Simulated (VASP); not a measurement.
Here is a VASP 6.6.1 calculation.

File POSCAR:

```
Si
1.0
    0.0000000000      2.7155000000      2.7155000000
    2.7155000000      0.0000000000      2.7155000000
    2.7155000000      2.7155000000      0.0000000000
Si
2
Direct
    0.0000000000      0.0000000000      0.0000000000
    0.2500000000      0.2500000000      0.2500000000
```

File INCAR.step1:

```
SYSTEM = Si
PREC = Accurate
ENCUT = 500
EDIFF = 1E-8
ISMEAR = 0
SIGMA = 0.01
LREAL = .False.
LASPH = .True.
NELM = 80
ALGO = Normal
LWAVE = .True.
LCHARG = .False.
GGA = PE
```

File INCAR.step2:

```
SYSTEM = Si
PREC = Accurate
ENCUT = 500
EDIFF = 1E-8
ISMEAR = 0
SIGMA = 0.01
LREAL = .False.
LASPH = .True.
NELM = 1
ALGO = Exact
LWAVE = .True.
LCHARG = .False.
GGA = PE
NBANDS = 403
LOPTICS = .True.
ISTART = 1
```

The input INCAR.step3:

```
SYSTEM = Si
PREC = Accurate
ENCUT = 500
EDIFF = 1E-8
ISMEAR = 0
SIGMA = 0.01
LREAL = .False.
LASPH = .True.
ALGO = EVGW0
LWAVE = .False.
LCHARG = .False.
GGA = PE
NELMGW = 1
NBANDS = 403
ENCUTGW = 180.0
NOMEGA = 48
PRECFOCK = Fast
ISTART = 1
NBANDSGW = 12
```

Contents of KPOINTS:

```
regular mesh
0
Gamma
  2 2 2
  0 0 0
```

Potentials or basis: VASP PAW PBE potentials, release 64 (Si_GW).

Command:

```console
$ cat potpaw_PBE.64/Si_GW/POTCAR > POTCAR
$ cp INCAR.step1 INCAR
$ mpirun -np 1 vasp_std > vasp.out
$ cp INCAR.step2 INCAR
$ mpirun -np 1 vasp_std > vasp.out
$ cp INCAR.step3 INCAR
$ mpirun -np 1 vasp_std > vasp.out
```

**Question.** Predict the quasiparticle gap.

**Answer.** 1.14 eV.

**Question.** Estimate the least direct quasiparticle gap.

**Answer.** 3.17 eV.

**Question.** What does it give for the band gap on the k mesh, mean-field level?

**Answer.** 0.60 eV, indirect (least direct gap 2.44 eV).

Caveat: the k points lie up to 1.00 Å⁻¹ apart; bands, screening cutoff and mesh are small and nothing is extrapolated, so the quasiparticle values aren't converged. A k mesh can miss the band edges.
